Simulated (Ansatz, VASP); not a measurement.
**Zn in VASP and in Ansatz**

Contents of INCAR:

```
  PREC = Accurate
  ENCUT = 520
  EDIFF = 1E-7
  ISMEAR = 0
  SIGMA = 0.15
  LREAL = F
  LASPH = T
  NELM = 80
  ALGO = Fast
  ISIF = 2
  LWAVE = F
  LCHARG = F
  GGA = PS
  NBANDS = 12
```

KPOINTS

```
Automatic mesh
0
Gamma
  20 20 20
```

POSCAR

```
Zn
1.0
   -1.4688715212      1.5300745013      1.4841722663
    1.4688715212     -1.5300745013      1.4841722663
    1.4688715212      1.5300745013     -1.4841722663
Zn
1
Direct
    0.0000000000      0.0000000000      0.0000000000
```

Input for Ansatz:

```yaml
crystal:
  lattice:
    - [-1.4688715212, 1.5300745013, 1.4841722663]
    - [1.4688715212, -1.5300745013, 1.4841722663]
    - [1.4688715212, 1.5300745013, -1.4841722663]
  atoms:
    - { symbol: Zn, position: [0.0, 0.0, 0.0] }
basis:
  ecutwfc: 520.0
kpoints:
  mp_grid: { grid: [20, 20, 20] }
hamiltonian:
  xc: pbesol
scf:
  occupations: { method: gaussian, width: 0.15 }
output:
  forces: true
  stress: true
  eigenvalues: true
```

Change from the starting cell: normal strain along x -0.0400, normal strain along z -0.0300.

Alike in both runs: task single point; functional PBEsol; k mesh 20 × 20 × 20; occupations gaussian, width 0.15 eV; no spin polarisation.

```csv
,VASP,Ansatz
version,VASP 6.6.1,Ansatz 0.2.0
potentials or method,"VASP PAW PBE potentials, release 64 (Zn), cutoff 520 eV","scalar-relativistic, plane waves, PAW"
valence electrons in the cell,12,12
```

|  | VASP | Ansatz | Ansatz less VASP |
| --- | --- | --- | --- |
| gap on the k mesh at the Fermi level (eV) | none | none | - |
| pressure (GPa) | 7.5 | 6.9 | -0.61 |
| traceless stress, the component that is largest in VASP (GPa) | 1.23 | 1.26 | +0.030 |

VASP's potentials were made for PBE, not for PBEsol. A gap of «none» marks a metal or a gap that the smearing closes.
